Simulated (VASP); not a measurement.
# Sn2PW3 (P6/mmm) in VASP: further runs, part 2 of 2

VASP 6.6.1.

## (4) Single point, PBE

The input, INCAR:

```
SYSTEM = Sn2PW3
ALGO = Normal
EDIFF = 1E-6
ENCUT = 520
GGA = PE
ISIF = 2
ISMEAR = 0
LASPH = .True.
LCHARG = .False.
LREAL = .False.
LWAVE = .False.
NBANDS = 46
NELM = 60
PREC = Accurate
SIGMA = 0.1
```

The input, KPOINTS:

```
k-points
0
Gamma
  6 6 4
  0 0 0
```

The input, POSCAR:

```
Sn2PW3
1.0
    5.4577259077      0.0000000000      0.0000000000
   -2.7288629538      4.7265292830      0.0000000000
    0.0000000000      0.0000000000      4.7282120490
Sn P W
2 1 3
Direct
    0.6666666667      0.3333333333      0.0000000000
    0.3333333333      0.6666666667      0.0000000000
    0.0000000000      0.0000000000      0.0000000000
    0.5000000000      0.5000000000      0.5000000000
    0.5000000000      0.0000000000      0.5000000000
    0.0000000000      0.5000000000      0.5000000000
```

Potentials or basis: VASP PAW PBE potentials, release 64 (Sn_d, P, W_sv).

Launch:

```sh
$ cat potpaw_PBE.64/Sn_d/POTCAR potpaw_PBE.64/P/POTCAR potpaw_PBE.64/W_sv/POTCAR > POTCAR
$ mpirun -np 1 vasp_std > vasp.out
```

OUTCAR:

```text
SYSTEM = Sn2PW3
   EDIFF = 1E-6
   ENCUT = 520
   GGA = PE
   ISIF = 2
   ISMEAR = 0
   LASPH = .True.
   LREAL = .False.
   NELM = 60
   PREC = Accurate

 ion  position               nearest neighbor table
   1  0.667  0.333  0.000-   6 2.84   6 2.84   5 2.84   5 2.84   4 2.84   4 2.84   3 3.15   2 3.15
                             2 3.15   3 3.15   3 3.15   2 3.15
   2  0.333  0.667  0.000-   6 2.84   6 2.84   5 2.84   5 2.84   4 2.84   4 2.84   3 3.15   1 3.15
[... 1238 lines left out ...]
  -------------------------------------------------------------------------------------
  Total        0.0244258      0.0244258     -0.0962319      0.0000000      0.0000000     -0.0000000
  in kB        0.3208549      0.3208549     -1.2640919      0.0000000      0.0000000     -0.0000000
  external PRESSURE =      -0.2074607 kB  Pullay stress =       0.0000000 kB

 VOLUME and BASIS-vectors are now :
 -----------------------------------------------------------------------------
  energy-cutoff  :      520.00
  volume of cell :      121.97
      direct lattice vectors                 reciprocal lattice vectors
     5.457725908  0.000000000  0.000000000     0.183226497  0.105785867  0.000000000
    -2.728862954  4.726529283  0.000000000     0.000000000  0.211571735  0.000000000
     0.000000000  0.000000000  4.728212049     0.000000000  0.000000000  0.211496437

 POSITION                                       TOTAL-FORCE (eV/Angst)
 -----------------------------------------------------------------------------------
      2.72886      1.57551      0.00000        -0.000000      0.000000     -0.000000
     -0.00000      3.15102      0.00000         0.000000     -0.000000      0.000000
      0.00000      0.00000      0.00000         0.000000      0.000000     -0.000000
      1.36443      2.36326      2.36411         0.000000      0.000000     -0.000000
      2.72886      0.00000      2.36411         0.000000      0.000000     -0.000000
     -1.36443      2.36326      2.36411         0.000000      0.000000     -0.000000
 -----------------------------------------------------------------------------------
    total drift:                               -0.000000      0.000000      0.000000

  FREE ENERGIE OF THE ION-ELECTRON SYSTEM (eV)
  ---------------------------------------------------
  free  energy   TOTEN  =       -45.1809142608 eV

  energy  without entropy=      -45.1615371304  energy(sigma->0) =      -45.17122570
```

OSZICAR:

```text
N       E                     dE             d eps       ncg     rms          rms(c)
DAV:   1     0.961837389731E+03    0.96184E+03   -0.40258E+04  2026   0.223E+03
DAV:   2     0.609151519195E+02   -0.90092E+03   -0.88413E+03  1940   0.665E+02
DAV:   3    -0.396449246238E+02   -0.10056E+03   -0.95521E+02  2170   0.193E+02
DAV:   4    -0.466095068924E+02   -0.69646E+01   -0.66942E+01  2508   0.454E+01
DAV:   5    -0.468489064344E+02   -0.23940E+00   -0.23669E+00  2490   0.862E+00    0.277E+01
DAV:   6    -0.455109663872E+02    0.13379E+01   -0.32337E+00  2294   0.945E+00    0.107E+01
DAV:   7    -0.452516526630E+02    0.25931E+00   -0.98534E-01  2372   0.559E+00    0.308E+00
DAV:   8    -0.451852433708E+02    0.66409E-01   -0.30170E-01  2328   0.246E+00    0.955E-01
DAV:   9    -0.451811350773E+02    0.41083E-02   -0.31149E-02  2488   0.887E-01    0.435E-01
DAV:  10    -0.451808867327E+02    0.24834E-03   -0.30562E-03  2554   0.371E-01    0.116E-01
DAV:  11    -0.451809156972E+02   -0.28965E-04   -0.30284E-04  2434   0.995E-02    0.651E-02
DAV:  12    -0.451809171735E+02   -0.14763E-05   -0.17377E-05  2490   0.303E-02    0.139E-02
DAV:  13    -0.451809146950E+02    0.24786E-05   -0.31648E-06  1814   0.103E-02    0.396E-03
DAV:  14    -0.451809142608E+02    0.43415E-06   -0.56900E-07  1250   0.483E-03
   1 F= -.45180914E+02 E0= -.45171226E+02  d E =-.193771E-01
```

stdout:

```text
POSCAR found type information on POSCAR SnP W
 POSCAR found :  3 types and       6 ions
 scaLAPACK will be used
 LDA part: xc-table for (Slater+PW92), standard interpolation
 POSCAR, INCAR and KPOINTS ok, starting setup
 FFT: planning ... GRIDC
 FFT: planning ... GRID_SOFT
 FFT: planning ... GRID
 WAVECAR not read
 entering main loop
```

It took 74 s on 1 thread of Intel Xeon Platinum 8488C (Sapphire Rapids), shared host; peak memory 0.3 GiB.

What came out:

* Free energy: -45.1809 eV
* Pressure: 0.0 GPa
* Band gap on the k mesh: zero (an odd number of electrons rules out a gap without spin polarisation)

Levels at points of the mesh, in eV from the Fermi level:
```
           k point  band 34  band 35  band 36  band 37  band 38  band 39  band 40  band 41
(0.00, 0.00, 0.00)    -2.71    -2.68    -1.84    -1.84     0.18     1.94     2.20     2.20
(0.50, 0.00, 0.00)    -1.13    -1.02    -0.96    -0.71     0.04     0.15     0.39     0.60
(0.00, 0.00, 0.50)    -2.55    -1.01    -0.32    -0.32     0.23     0.23     1.13     1.71
(0.50, 0.00, 0.50)    -1.35    -1.08    -0.80    -0.66    -0.61    -0.16     0.01     0.56
```

Caveat: spin-orbit coupling is left out, which moves the levels of the heavy elements.

## (5) Relaxation of cell and atoms, PBE

This run uses another cell than the first one, of 22.37 Å³/atom.

The input, INCAR:

```
SYSTEM = Sn2PW3
PREC = Accurate ; ENCUT = 600
EDIFF = 1E-7 ; ISMEAR = 0
SIGMA = 0.1 ; LREAL = .False.
LASPH = .True. ; NELM = 80
ALGO = Normal ; ISIF = 3
LWAVE = .False. ; LCHARG = .False.
GGA = PE ; IBRION = 2
NSW = 90 ; EDIFFG = -0.04
```

The input, KPOINTS:

```
Automatic mesh
0
Gamma
  3 3 4
  0 0 0
```

The input, POSCAR:

```
Sn2PW3
1.0
    5.8868179600      0.0000000000      0.0000000000
   -2.9434089800      5.0981339000      0.0000000000
    0.0000000000      0.0000000000      4.4717017700
Sn P W
2 1 3
Direct
    0.6666666700      0.3333333300      0.0000000000
    0.3333333300      0.6666666700      0.0000000000
    0.0000000000      0.0000000000      0.0000000000
    0.5000000000      0.5000000000      0.5000000000
    0.5000000000      0.0000000000      0.5000000000
    0.0000000000      0.5000000000      0.5000000000
```

Launch:

```sh
$ cat potpaw_PBE.64/Sn_d/POTCAR potpaw_PBE.64/P/POTCAR potpaw_PBE.64/W_sv/POTCAR > POTCAR
$ mpirun -np 1 vasp_std > vasp.out
```

It took 4.3 min on 1 thread of Intel Xeon Platinum 8488C (Sapphire Rapids), shared host; peak memory 0.32 GiB.

It converged, with:

| Item | Value |
| --- | --- |
| Free energy | -45.1240 eV |
| Relaxed volume | 20.33 Å³/atom |
| Relaxed cell | a = 5.435 Å, b = 5.435 Å, c = 4.768 Å, α = 90.00°, β = 90.00°, γ = 120.00° |
| Space group after relaxing (to 0.1 Å) | P6/mmm (No. 191) |
| Energy gained by relaxing | 204.2 meV/atom |
| Ionic steps | 7 |
| Pressure after relaxing | 0.0 GPa |
| Band gap on the k mesh | zero (an odd number of electrons rules out a gap without spin polarisation) |

The path:
```tsv
step	energy change (eV)	largest force (eV/Å)	pressure (GPa)	volume (Å³)
1	0.0000	0.0000	-8.97	134.20
2	-0.6326	0.0000	17.91	110.70
3	-0.9900	0.0000	5.31	118.49
4	-1.1566	0.0000	-0.87	122.69
5	-1.2227	0.0000	0.86	121.26
6	-1.2223	0.0000	-0.89	122.74
7	-1.2250	0.0000	0.01	121.97
```

Final structure:
```cif
data_structure
_symmetry_space_group_name_H-M 'P 1'
_symmetry_Int_Tables_number 1
_cell_length_a 5.4346
_cell_length_b 5.4346
_cell_length_c 4.7684
_cell_angle_alpha 90.000
_cell_angle_beta 90.000
_cell_angle_gamma 120.000
_cell_volume 121.97
loop_
_atom_site_label
_atom_site_type_symbol
_atom_site_fract_x
_atom_site_fract_y
_atom_site_fract_z
_atom_site_occupancy
Sn1 Sn 0.66667 0.33333 0.00000 1
Sn2 Sn 0.33333 0.66667 0.00000 1
P1 P 0.00000 0.00000 0.00000 1
W1 W 0.50000 0.50000 0.50000 1
W2 W 0.50000 0.00000 0.50000 1
W3 W 0.00000 0.50000 0.50000 1
```

Levels at points of the mesh, in eV from the Fermi level:
| k point | band 33 | band 34 | band 35 | band 36 | band 37 | band 38 | band 39 | band 40 | band 41 | band 42 |
| --- | --- | --- | --- | --- | --- | --- | --- | --- | --- | --- |
| (0.00, 0.00, 0.00) | -2.83 | -2.83 | -2.82 | -1.92 | -1.92 | 0.21 | 1.91 | 2.14 | 2.14 | 2.19 |
| (0.00, 0.00, 0.50) | -2.53 | -2.53 | -1.00 | -0.37 | -0.37 | 0.19 | 0.19 | 1.11 | 1.51 | 1.77 |

Caveat: the k points lie up to 0.44 Å⁻¹ apart in the final cell, too coarse for converged energies and pressures of a metal; spin-orbit coupling is left out, which moves the levels of the heavy elements.

## (6) Relaxation of cell and atoms, PBE

The input, INCAR:

```
  PREC = Accurate
  ENCUT = 600
  EDIFF = 1E-6
  ISMEAR = 0
  SIGMA = 0.1
  LREAL = False
  LASPH = True
  NELM = 100
  ALGO = Normal
  ISIF = 3
  LWAVE = False
  LCHARG = False
  GGA = PE
  IBRION = 2
  NSW = 90
  EDIFFG = -0.04
```

The input, KPOINTS:

```
Automatic mesh
0
Gamma
  6 6 4
```

The input, POSCAR:

```
Sn2PW3
1.0
    5.4363696381      0.0000000000      0.0000000000
   -2.7181848190      4.7080342109      0.0000000000
    0.0000000000      0.0000000000      4.7703520923
Sn P W
2 1 3
Direct
    0.6666666667      0.3333333333      0.0000000000
    0.3333333333      0.6666666667      0.0000000000
    0.0000000000      0.0000000000      0.0000000000
    0.5000000000      0.5000000000      0.5000000000
    0.5000000000      0.0000000000      0.5000000000
    0.0000000000      0.5000000000      0.5000000000
```

Potentials or basis: VASP PAW PBE potentials, release 64 (Sn_d, P, W_sv).

Launch:

```sh
$ cat potpaw_PBE.64/Sn_d/POTCAR potpaw_PBE.64/P/POTCAR potpaw_PBE.64/W_sv/POTCAR > POTCAR
$ mpirun -np 1 vasp_std > vasp.out
```

Wall time 3.4 min (1 thread of Intel Xeon Platinum 8488C (Sapphire Rapids), shared host); peak memory 0.37 GiB.

It converged, with:

* Free energy: -45.1813 eV
* Relaxed volume: 20.30 Å³/atom
* Relaxed cell: a = 5.456 Å, b = 5.456 Å, c = 4.725 Å, α = 90.00°, β = 90.00°, γ = 120.00°
* Space group after relaxing (to 0.1 Å): P6/mmm (No. 191)
* Energy gained by relaxing: 1.7 meV/atom
* Ionic steps: 3
* Pressure after relaxing: 0.2 GPa
* Band gap on the k mesh: zero (an odd number of electrons rules out a gap without spin polarisation)

The path:
| step | energy change (eV) | largest force (eV/Å) | pressure (GPa) | volume (Å³) |
| --- | --- | --- | --- | --- |
| 1 | 0.0000 | 0.0000 | -0.17 | 122.10 |
| 2 | -0.0086 | 0.0000 | 0.40 | 121.69 |
| 3 | -0.0100 | 0.0000 | 0.23 | 121.80 |

Final structure:
```
Sn P W
1.0
     5.45590    0.00000    0.00000
    -2.72795    4.72495    0.00000
     0.00000    0.00000    4.72486
Sn P W
2 1 3
Direct
  0.66667 0.33333 0.00000
  0.33333 0.66667 0.00000
  0.00000 0.00000 0.00000
  0.50000 0.50000 0.50000
  0.50000 0.00000 0.50000
  0.00000 0.50000 0.50000
```

Levels at points of the mesh, in eV from the Fermi level:
```tsv
k point	band 34	band 35	band 36	band 37	band 38	band 39	band 40	band 41
(0.00, 0.00, 0.00)	-2.71	-2.68	-1.84	-1.84	0.18	1.94	2.20	2.20
(0.50, 0.00, 0.00)	-1.14	-1.02	-0.96	-0.72	0.04	0.15	0.39	0.60
(0.00, 0.00, 0.50)	-2.55	-1.01	-0.32	-0.32	0.23	0.23	1.14	1.73
(0.50, 0.00, 0.50)	-1.35	-1.09	-0.80	-0.66	-0.61	-0.16	0.01	0.56
```

Caveat: spin-orbit coupling is left out, which moves the levels of the heavy elements.

## (7) Single point, PBE

This run uses another cell than the first one, of 20.29 Å³/atom.

The input, INCAR:

```
ALGO = Normal
EDIFF = 1E-7
ENCUT = 520
GGA = PE
ISIF = 2
ISMEAR = 0
LASPH = True
LCHARG = True
LELF = True
LREAL = False
LVHAR = True
LWAVE = False
NBANDS = 46
NELM = 80
PREC = Accurate
SIGMA = 0.1
```

The input, KPOINTS:

```
k-points
0
Gamma
  12 12 8
```

Edit POSCAR of step 6 so:

```diff
@@ -2,5 +2,5 @@
 1.0
-    5.4363696381      0.0000000000      0.0000000000
-   -2.7181848190      4.7080342109      0.0000000000
-    0.0000000000      0.0000000000      4.7703520923
+    5.4618335458      0.0000000000      0.0000000000
+   -2.7309167729      4.7300866019      0.0000000000
+    0.0000000000      0.0000000000      4.7124829400
 Sn P W
```

Launch:

```sh
$ cat potpaw_PBE.64/Sn_d/POTCAR potpaw_PBE.64/P/POTCAR potpaw_PBE.64/W_sv/POTCAR > POTCAR
$ mpirun -np 1 vasp_std > vasp.out
```

Wall time 6.8 min (1 thread of Intel Xeon Platinum 8488C (Sapphire Rapids), shared host); peak memory 0.55 GiB.

Results (log left out):

| Item | Value |
| --- | --- |
| Free energy | -45.1526 eV |
| Pressure | 0.2 GPa |
| Band gap on the k mesh | zero (an odd number of electrons rules out a gap without spin polarisation) |

Stress tensor (GPa, compression positive):
```
0.19 0.00 0.00
0.00 0.19 0.00
0.00 0.00 0.10
```

Levels at points of the mesh, in eV from the Fermi level:
| k point | band 33 | band 34 | band 35 | band 36 | band 37 | band 38 | band 39 | band 40 | band 41 | band 42 |
| --- | --- | --- | --- | --- | --- | --- | --- | --- | --- | --- |
| (0.00, 0.00, 0.00) | -2.66 | -2.66 | -2.61 | -1.79 | -1.79 | 0.25 | 1.97 | 2.23 | 2.23 | 2.23 |
| (0.50, 0.00, 0.00) | -1.11 | -1.10 | -0.99 | -0.90 | -0.67 | 0.08 | 0.19 | 0.44 | 0.67 | 1.06 |
| (0.00, 0.00, 0.50) | -2.51 | -2.51 | -0.98 | -0.28 | -0.28 | 0.29 | 0.29 | 1.21 | 1.81 | 1.82 |
| (0.50, 0.00, 0.50) | -1.74 | -1.30 | -1.06 | -0.76 | -0.62 | -0.57 | -0.12 | 0.06 | 0.61 | 0.68 |

Caveat: spin-orbit coupling is left out, which moves the levels of the heavy elements.

## (8) Summary

```csv
task,cell,k mesh,cutoff (eV),gap on the mesh (eV),pressure (GPa),relaxed volume (Å³/atom)
single point,"a = 5.436, b = 5.436, c = 4.770 Å, angles 90.0, 90.0, 120.0°, 6 atoms",3 × 3 × 4,520,none,-0.2,-
single point,"a = 5.887, b = 5.887, c = 4.472 Å, angles 90.0, 90.0, 120.0°, 6 atoms",3 × 3 × 4,520,none,-9.0,-
single point,"a = 5.458, b = 5.458, c = 4.728 Å, angles 90.0, 90.0, 120.0°, 6 atoms",6 × 6 × 4,520,none,0.0,-
relaxation of cell and atoms,"relaxed from a = 5.887, b = 5.887, c = 4.472 Å, angles 90.0, 90.0, 120.0°, 6 atoms",3 × 3 × 4,600,none,0.0,20.33
relaxation of cell and atoms,"relaxed from a = 5.436, b = 5.436, c = 4.770 Å, angles 90.0, 90.0, 120.0°, 6 atoms",6 × 6 × 4,600,none,0.2,20.30
single point,"a = 5.462, b = 5.462, c = 4.712 Å, angles 90.0, 90.0, 120.0°, 6 atoms",12 × 12 × 8,520,none,0.2,-
```

Alike in all rows: level PBE; potentials or basis VASP PAW PBE potentials, release 64 (Sn_d, P, W_sv); no spin polarisation; smearing gaussian 0.1 eV.

Caveats: some runs use coarse meshes; spin-orbit coupling is left out, which moves the levels of the heavy elements.

Total energies depend on the potentials used, so only differences within one code and one set of settings carry meaning.
